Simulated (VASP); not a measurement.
# Ba (R-3m) in VASP: notebook

The runs below take Ba through single point, with LDA.

Program: VASP 6.6.1. These are calculated values, not measurements. Logs are shortened: lines on timing, memory, paths and dates and some standing lists are left out, and cuts for length are marked.

## Step 1: The cell of the first run

Symmetry: R-3m, No. 166, trigonal system. The conventional cell has a = 6.569 Å, b = 6.569 Å, c = 4.827 Å, α = 90.00°, β = 90.00°, γ = 120.00°. Within 5.4 Å of Ba (site symmetry -3m) lie 14 Ba at 4.12 to 4.97 Å.

## Step 2: Single point, LDA

INCAR reads:

```
SYSTEM = Ba
PREC = Accurate
ENCUT = 520
EDIFF = 1E-6
ISMEAR = 0
SIGMA = 0.15
LREAL = .False.
LASPH = .True.
NELM = 80
ALGO = Fast
ISIF = 2
LWAVE = .False.
LCHARG = .False.
GGA = CA
NBANDS = 11
```

KPOINTS reads:

```
regular mesh
0
Gamma
  14 14 14
  0 0 0
```

POSCAR reads:

```
Ba
1.0
    4.0256387278     -0.6193290351     -0.6193290351
   -0.6193290351      4.0256387278     -0.6193290351
   -0.6193290351     -0.6193290351      4.0256387278
Ba
1
Direct
    0.0000000000      0.0000000000      0.0000000000
```

Potentials or basis: VASP PAW LDA potentials, release 64 (Ba_sv).

Run with:

```console
$ cat potpaw_LDA.64/Ba_sv/POTCAR > POTCAR
$ mpirun -np 1 vasp_std > vasp.out
```

OUTCAR:

```text
SYSTEM = Ba
   PREC = Accurate
   ENCUT = 520
   EDIFF = 1E-6
   ISMEAR = 0
   LREAL = .False.
   LASPH = .True.
   NELM = 80
   ISIF = 2
   GGA = CA

 ion  position               nearest neighbor table
   1  0.000  0.000  0.000-

  LATTYP: Found a trigonal (rhomboedric) cell.
 ALAT       =     4.1198184516
 COS(alpha) =    -0.2711864407

  Lattice vectors:

 A1 = (   4.0256387278,  -0.6193290351,  -0.6193290351)
 A2 = (  -0.6193290351,   4.0256387278,  -0.6193290351)
 A3 = (  -0.6193290351,  -0.6193290351,   4.0256387278)

Analysis of symmetry for initial positions (statically):
=====================================================================
 Subroutine PRICEL returns:
 Original cell was already a primitive cell.

 Routine SETGRP: Setting up the symmetry group for a
 trigonal (rhombohedral) supercell.

 Subroutine GETGRP returns: Found 12 space group operations
 (whereof 12 operations were pure point group operations)
 out of a pool of 12 trial point group operations.

The static configuration has the point symmetry D_3d.

Analysis of symmetry for dynamics (positions and initial velocities):
=====================================================================
 Subroutine PRICEL returns:
 Original cell was already a primitive cell.

 Routine SETGRP: Setting up the symmetry group for a
 trigonal (rhombohedral) supercell.

 Subroutine GETGRP returns: Found 12 space group operations
 (whereof 12 operations were pure point group operations)
 out of a pool of 12 trial point group operations.

The dynamic configuration has the point symmetry D_3d.

 Subroutine INISYM returns: Found 12 space group operations
 (whereof 12 operations are pure point group operations),
 and found     1 'primitive' translations

----------------------------------------------------------------------------------------

                                     Primitive cell

  volume of cell :      60.1311

  direct lattice vectors                    reciprocal lattice vectors
     4.025638728 -0.619329035 -0.619329035     0.263128246  0.047841499  0.047841499
    -0.619329035  4.025638728 -0.619329035     0.047841499  0.263128246  0.047841499
    -0.619329035 -0.619329035  4.025638728     0.047841499  0.047841499  0.263128246

  length of vectors
     4.119818452  4.119818452  4.119818452     0.271687490  0.271687490  0.271687490

  position of ions in fractional coordinates (direct lattice)
     0.000000000  0.000000000  0.000000000

  ion indices of the primitive-cell ions
   primitive index   ion index
                 1           1

----------------------------------------------------------------------------------------

 KPOINTS: regular mesh

Automatic generation of k-mesh.
 Grid dimensions read from file:
 generate k-points for:   14   14   14

 Generating k-lattice:

  Cartesian coordinates                     Fractional coordinates (reciprocal lattice)
     0.018794875  0.003417250  0.003417250     0.071428571  0.000000000  0.000000000
     0.003417250  0.018794875  0.003417250     0.000000000  0.071428571  0.000000000
     0.003417250  0.003417250  0.018794875     0.000000000  0.000000000  0.071428571

  Length of vectors
     0.019406249  0.019406249  0.019406249

  Shift w.r.t. Gamma in fractional coordinates (k-lattice)
     0.000000000  0.000000000  0.000000000

 Subroutine IBZKPT returns following result:
 ===========================================

 Found    288 irreducible k-points:

 Following reciprocal coordinates:
            Coordinates               Weight
  0.000000  0.000000  0.000000      1.000000
  0.071429  0.000000  0.000000      6.000000
  0.142857  0.000000  0.000000      6.000000
  0.214286  0.000000  0.000000      6.000000
  0.285714  0.000000  0.000000      6.000000
  0.357143  0.000000  0.000000      6.000000
[... 16 lines left out ...]
  0.214286  0.142857  0.000000     12.000000
  0.285714  0.142857  0.000000     12.000000
 [... further k-points ...]
   k-points           NKPTS =    288   k-points in BZ     NKDIM =    288   number of bands    NBANDS=     11
   number of dos      NEDOS =    301   number of ions     NIONS =      1
   total plane-waves  NPLWV =  32768
   dimension x,y,z NGX =    32 NGY =   32 NGZ =   32
   dimension x,y,z NGXF=    64 NGYF=   64 NGZF=   64
   ions per type =               1
   NGX,Y,Z   is equivalent  to a cutoff of  12.91, 12.91, 12.91 a.u.
   NGXF,Y,Z  is equivalent  to a cutoff of  25.83, 25.83, 25.83 a.u.
 SYSTEM =  Ba
   PREC   = accura    normal or accurate (medium, high low for compatibility)
   ISTART =      0    job   : 0-new  1-cont  2-samecut
   ICHARG =      2    charge: 1-file 2-atom 10-const
   ISPIN  =      1    spin polarized calculation?
   LNONCOLLINEAR =      F non collinear calculations
   LSORBIT =      F    spin-orbit coupling
   LASPH  =      T    aspherical Exc in radial PAW
   ENCUT  =  520.0 eV  38.22 Ry    6.18 a.u.   7.66  7.66  7.66*2*pi/ulx,y,z
   NELM   =     80;   NELMIN=  2; NELMDL= -5     # of ELM steps
   EDIFF  = 0.1E-05   stopping-criterion for ELM
   LREAL  =      F    real-space projection
   EDIFFG = 0.1E-04   stopping-criterion for IOM
   NSW    =      0    number of steps for IOM
   IBRION =     -1    ionic relax: 0-MD 1-quasi-New 2-CG
   NFREE  =      0    steps in history (QN), initial steepest desc. (CG)
   ISIF   =      2    stress and relaxation
   ISYM   =      2    0-nonsym 1-usesym 2-fastsym
   POTIM  = 0.5000    time-step for ionic-motion
   TEBEG  =    0.0;   TEEND  =   0.0 temperature during run
   PSTRESS=    0.0 pullay stress
   NELECT =      10.0000    total number of electrons
   NUPDOWN=      -1.0000    fix difference up-down
   EMIN   =  10.00;   EMAX   =-10.00  energy-range for DOS
   EFERMI =   0.00;   METHOD = LEGACY
   ISMEAR =     0;   SIGMA  =   0.15  broadening in eV -4-tet -1-fermi 0-gaus
   EFERMI_NEDOS =   21; number of points for ismear=-14 and -15
   IALGO  =     68    algorithm
   IMIX   =      4    mixing-type and parameters
     AMIX     =   0.40;   BMIX     =  1.00
     AMIX_MAG =   1.60;   BMIX_MAG =  1.00
  volume/ion in A,a.u.               =      60.13       405.78
  Fermi-wavevector in a.u.,A,eV,Ry     =   0.900275  1.701272 11.027448  0.810495
  Thomas-Fermi vector in A             =   2.023212
   LORBIT       =      0    0 simple, 1 ext, 2 COOP (PROOUT), +10 PAW based schemes
   GGA     = CA    functional components
   LHFCALC =     F    Hartree Fock is set to
   AEXX    =    0.0000 exact exchange contribution
   IVDW    =     0    specifies the selected vdW correction
   LEPSILON=     F    determine dielectric tensor
   LRPA    =     F    only Hartree local field effects (RPA)
 non-spin polarized calculation
 RMM-DIIS sequential band-by-band and
 Gauss-broadening in eV      SIGMA  =   0.15
  energy-cutoff  :      520.00
  volume of cell :       60.13
 maximum number of plane-waves:      1637
   NGX = 15   NGY = 15   NGZ = 15

 number of electron      10.0000000 magnetization

 Free energy of the ion-electron system (eV)
  ---------------------------------------------------
  ext. energy  EPLUGINS =         0.00000000
  ---------------------------------------------------
  free energy    TOTEN  =        -2.16990986 eV

  energy without entropy =       -2.15571861  energy(sigma->0) =       -2.16281423

 E-fermi :   1.5673     XC(G=0):  -7.7637

 val. band max:        1.5630178320   @ k =  -0.3571  -0.3571   0.1429
 cond. band min:       1.5732885458   @ k =   0.4286   0.2857   0.2857
 fundamental gap:      0.0102707139
 Fermi energy:         1.5672559914

 k-point     1 :       0.0000    0.0000    0.0000
  band No.  band energies     occupation
      1     -27.2228      2.00000
      2     -12.1864      2.00000
      3     -12.1035      2.00000
      4     -12.1035      2.00000
      5      -1.1735      2.00000
      6       2.6948      0.00000
      7       2.6948      0.00000
      8       4.3424      0.00000
      9       5.2498      0.00000
     10       5.2498      0.00000
     11       8.3730      0.00000

 k-point     2 :       0.0714    0.0000    0.0000
  band No.  band energies     occupation
      1     -27.2204      2.00000
      2     -12.1998      2.00000
      3     -12.1236      2.00000
      4     -12.1034      2.00000
      5      -1.0824      2.00000
      6       2.6695      0.00000
      7       2.7077      0.00000
      8       4.3395      0.00000
      9       5.1860      0.00000
     10       5.2136      0.00000
     11       8.5176      0.00000

 k-point     3 :       0.1429    0.0000    0.0000
  band No.  band energies     occupation
      1     -27.2138      2.00000
      2     -12.2616      2.00000
      3     -12.1540      2.00000
      4     -12.1030      2.00000
      5      -0.8241      2.00000
      6       2.5945      0.00000
      7       2.6993      0.00000
      8       4.3839      0.00000
      9       5.1214      0.00000
     10       5.1513      0.00000
     11       8.7347      0.00000

 k-point     4 :       0.2143    0.0000    0.0000
  band No.  band energies     occupation
      1     -27.2043      2.00000
      2     -12.3738      2.00000
      3     -12.1712      2.00000
      4     -12.1026      2.00000
      5      -0.4437      2.00000
      6       2.4778      0.00000
      7       2.6048      0.00000
      8       4.6127      0.00000
      9       5.1426      0.00000
     10       5.1601      0.00000
     11       8.9697      0.00000
[... 239 lines left out ...]
 k-point    22 :       0.1429    0.1429    0.0000
  band No.  band energies     occupation
      1     -27.2030      2.00000
      2     -12.3269      2.00000
      3     -12.2241      2.00000
      4     -12.1321      2.00000
      5      -0.2761      2.00000
      6       2.4368      0.00000
      7       2.4504      0.00000
      8       4.8673      0.00000
      9       4.9748      0.00000
     10       5.6354      0.00000
     11       9.1105      0.00000

 k-point    23 :       0.2143    0.1429    0.0000
  band No.  band energies     occupation
      1     -27.1934      2.00000
      2     -12.4086      2.00000
      3     -12.2654      2.00000
      4     -12.1367      2.00000
      5       0.1424      2.00000
      6       2.3425      0.00000
      7       2.4077      0.00000
      8       4.8512      0.00000
      9       5.3533      0.00000
     10       5.7271      0.00000
     11       8.3941      0.00000

 k-point    24 :       0.2857    0.1429    0.0000
  band No.  band energies     occupation
      1     -27.1834      2.00000
      2     -12.5173      2.00000
      3     -12.2788      2.00000
      4     -12.1377      2.00000
      5       0.5286      2.00000
      6       2.2581      0.00000
      7       2.4332      0.00000
      8       4.9278      0.00000
      9       5.7239      0.00000
     10       5.8033      0.00000
     11       7.7244      0.00000

 [... further k-points ...]

------------------------ aborting loop because EDIFF is reached ----------------------------------------

  FORCE on cell =-STRESS in cart. coord.  units (eV):
  Direction    XX          YY          ZZ          XY          YZ          ZX
  --------------------------------------------------------------------------------------
  -------------------------------------------------------------------------------------
  Total       -0.3253761     -0.3253761     -0.3253761     -0.3181577     -0.3181577     -0.3181577
  in kB       -8.6695549     -8.6695549     -8.6695549     -8.4772229     -8.4772229     -8.4772229
  external PRESSURE =      -8.6695549 kB  Pullay stress =       0.0000000 kB

 VOLUME and BASIS-vectors are now :
 -----------------------------------------------------------------------------
  energy-cutoff  :      520.00
  volume of cell :       60.13
      direct lattice vectors                 reciprocal lattice vectors
     4.025638728 -0.619329035 -0.619329035     0.263128246  0.047841499  0.047841499
    -0.619329035  4.025638728 -0.619329035     0.047841499  0.263128246  0.047841499
    -0.619329035 -0.619329035  4.025638728     0.047841499  0.047841499  0.263128246

 POSITION                                       TOTAL-FORCE (eV/Angst)
 -----------------------------------------------------------------------------------
      0.00000      0.00000      0.00000        -0.000000      0.000000      0.000000
 -----------------------------------------------------------------------------------
    total drift:                               -0.000000     -0.000000      0.000000

  FREE ENERGIE OF THE ION-ELECTRON SYSTEM (eV)
  ---------------------------------------------------
  free  energy   TOTEN  =        -2.1699098582 eV

  energy  without entropy=       -2.1557186087  energy(sigma->0) =       -2.16281423
```

Run time: 75 s. Hardware: 1 thread of AMD EPYC 9R45 (Zen 5), shared host; peak memory 0.27 GiB.

Results:

```yaml
Free_energy: -2.1699 eV
Pressure: -0.9 GPa
Band_gap_on_the_k_mesh: zero (bands 5 and 6 overlap by 0.92 eV)
```

Stress tensor (GPa, compression positive):
```
-0.87 -0.85 -0.85
-0.85 -0.87 -0.85
-0.85 -0.85 -0.87
```

Caveat: spin-orbit coupling is left out, which moves the levels of the heavy elements.

## Step 3: Single point, LDA

This run uses another cell than the first one, of the same volume but with other edges.

INCAR reads:

```
ALGO = Fast
EDIFF = 1E-6
ENCUT = 520
ISIF = 2
ISMEAR = 0
LASPH = True
LCHARG = False
LREAL = False
LWAVE = False
NBANDS = 11
NELM = 80
PREC = Accurate
SIGMA = 0.15
```

KPOINTS reads:

```
k-points
0
Gamma
  14 14 14
```

POSCAR reads:

```
Ba
1.0
    3.9290155812     -0.2067902937     -0.2067902937
   -0.2067902937      3.9290155812     -0.2067902937
   -0.2067902937     -0.2067902937      3.9290155812
Ba
1
Direct
    0.0000000000      0.0000000000      0.0000000000
```

Potentials or basis: VASP PAW LDA potentials, release 64 (Ba_sv).

Run with:

```console
$ cat potpaw_LDA.64/Ba_sv/POTCAR > POTCAR
$ mpirun -np 1 vasp_std > vasp.out
```

It took 68 s on 1 thread of AMD EPYC 9R45 (Zen 5), shared host; peak memory 0.26 GiB.

The run converged. Its results:

| Item | Value |
| --- | --- |
| Free energy | -1.9681 eV |
| Pressure | -1.0 GPa |
| Band gap on the k mesh | zero (bands 5 and 6 overlap by 0.41 eV) |

Stress tensor (GPa, compression positive):
```
-1.02 -0.47 -0.47
-0.47 -1.02 -0.47
-0.47 -0.47 -1.02
```

Levels at points of the mesh, in eV from the Fermi level:
```tsv
k point	band 2	band 3	band 4	band 5	band 6	band 7	band 8	band 9
(0.00, 0.00, 0.00)	-13.85	-13.80	-13.80	-2.60	0.09	0.09	4.56	4.83
(0.50, 0.00, 0.00)	-14.57	-13.77	-13.74	-0.79	0.52	0.97	2.78	2.98
(0.50, 0.50, 0.00)	-14.53	-14.39	-13.69	-0.96	0.53	3.00	3.06	3.41
(0.50, 0.50, 0.50)	-14.42	-14.42	-14.23	-0.30	-0.30	0.70	4.08	6.20
```

Caveat: spin-orbit coupling is left out, which moves the levels of the heavy elements.
